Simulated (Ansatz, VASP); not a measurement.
## SiC in VASP and in Ansatz

```
Si C
1.0
     0.00000    2.17805    2.17805
     2.13449    0.00000    2.17805
     2.13449    2.17805    0.00000
Si C
1 1
Direct
  0.00000 0.00000 0.00000
  0.25000 0.25000 0.25000
```

Change from the starting cell: uniaxial_x strain -2.0%.

Alike in both runs: task single point; functional r2SCAN; k mesh 10 × 10 × 10; no spin polarisation.

```csv
,VASP,Ansatz
version,VASP 6.6.1,Ansatz 0.2.0
potentials or method,"VASP PAW PBE potentials, release 64 (Si, C)","plane waves, PAW"
plane-wave cutoff (eV),520,500
occupations,"gaussian, width 0.01 eV",fixed
valence electrons in the cell,8,8
```

VASP gave:

```
gap on the k mesh at the Fermi level (eV)                     : 1.49
pressure (GPa)                                                : 4.6
traceless stress, the component that is largest in VASP (GPa) : 3.64
```

Q: What did Ansatz give for the same quantities?

A: gap on the k mesh at the Fermi level (eV): 1.48; pressure (GPa): 4.8; traceless stress, the component that is largest in VASP (GPa): 3.62.

VASP's potentials were made for PBE, not for r2SCAN.
